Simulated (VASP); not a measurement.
Write the native input for VASP 6.6.1 that does the following.

```
Task                   : single point
Functional             : PBE
Potentials or basis    : VASP PAW PBE potentials, release 64 (Sn_d, O)
Cutoff                 : 520 eV
k mesh                 : 10 × 10 × 8
Occupations            : gaussian, width 0.01 eV
Spin                   : no spin polarisation
Dipole correction      : no
Further INCAR settings : ALGO = Normal; EDIFF = 1e-07; NBANDS = 28
```

The structure of SnO lies in POSCAR:

```
SnO
1.0
    3.7135323115      0.0000000000      0.0000000000
    0.0000000000      3.9069454527      0.0000000000
    0.0000000000      0.0000000000      5.1169025951
Sn O
2 2
Direct
    0.0000000000      0.5000000000      0.2283273113
    0.5000000000      0.0000000000      0.7716726887
    0.5000000000      0.5000000000     -0.0070155136
    0.0000000000      0.0000000000      0.0070155136
```

This cell differs from its parent crystal: uniaxial strain along a: -4.0 %.

These files were run (other wordings do the same):

INCAR

```
PREC = Accurate
ENCUT = 520
EDIFF = 1E-7
ISMEAR = 0
SIGMA = 0.01
LREAL = F
LASPH = T
NELM = 100
ALGO = Normal
ISIF = 2
LWAVE = F
LCHARG = F
GGA = PE
NBANDS = 28
```

KPOINTS

```
regular mesh
0
Gamma
  10 10 8
```

Potentials or basis: VASP PAW PBE potentials, release 64 (Sn_d, O).

Command:

```bash
$ cat potpaw_PBE.64/Sn_d/POTCAR potpaw_PBE.64/O/POTCAR > POTCAR
$ mpirun -np 1 vasp_std > vasp.out
```

It gave:

| Quantity | Value |
| --- | --- |
| Pressure | 2.5 GPa |
| Largest force | 0.270 eV/Å |
| Band gap on the k mesh | 0.37 eV (least direct gap 1.98 eV) |

Caveat: the cell differs from its parent crystal (uniaxial strain along a: -4.0 %); semilocal functionals underestimate gaps, and a narrow one can read as zero; spin-orbit coupling is left out, which moves the levels of the heavy elements.

It took 6.1 min on 1 thread of Oxide Virtual Turin-like Processor, on a shared host, peak memory 0.37 GiB.
